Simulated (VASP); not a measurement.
# Al: single point with PBEsol

Al:

```
CELL_PARAMETERS angstrom
0.00001 -2.86232 2.86418
3.96193 -2.85876 0.00357
3.96192 -0.00357 2.86061
ATOMIC_POSITIONS crystal
Al 0.00000 0.00000 0.00000
Al 0.25000 0.25000 0.25000
Al 0.50000 0.50000 0.50000
Al 0.75000 0.75000 0.75000
```

```json
{
  "Program": "VASP 6.6.1",
  "Task": "single point",
  "Functional": "PBEsol",
  "Potentials or basis": "VASP PAW PBE potentials, release 64 (Al)",
  "Cutoff": "520 eV",
  "k mesh": "10 × 10 × 10",
  "Occupations": "gaussian, width 0.15 eV",
  "Spin": "no spin polarisation"
}
```

```
Pressure               : 0.1 GPa
Band gap on the k mesh : zero (bands 6 and 7 overlap by 4.03 eV)
```

Stress tensor (GPa, compression positive):
```
0.14 0.00 0.00
0.00 0.04 0.00
0.00 0.00 0.01
```

Levels at points of the mesh, in eV from the Fermi level:
| k point | band 3 | band 4 | band 5 | band 6 | band 7 | band 8 | band 9 | band 10 |
| --- | --- | --- | --- | --- | --- | --- | --- | --- |
| (0.00, 0.00, 0.00) | -1.33 | -0.93 | -0.93 | -0.90 | -0.90 | 0.04 | 0.04 | 1.13 |
| (0.50, 0.00, 0.00) | -3.92 | -3.92 | -0.45 | -0.45 | 1.04 | 1.04 | 3.88 | 3.88 |
| (0.00, 0.50, 0.00) | -3.90 | -3.90 | -0.47 | -0.47 | 1.00 | 1.00 | 3.86 | 3.86 |
| (0.50, 0.50, 0.00) | -4.67 | -4.67 | -4.41 | -4.41 | 1.37 | 1.37 | 3.03 | 3.03 |
| (0.50, 0.00, 0.50) | -4.67 | -4.67 | -4.40 | -4.40 | 1.37 | 1.37 | 3.02 | 3.02 |
| (0.00, 0.50, 0.50) | -3.09 | -3.05 | -1.78 | -1.73 | 5.32 | 5.35 | 5.70 | 5.76 |

It took 120 s on 1 thread of Intel(R) Xeon(R) 6975P-C (Granite Rapids), on a shared host, peak memory 0.32 GiB.

Caveat: the PAW data sets were made with another functional, which shifts forces and pressure a little.
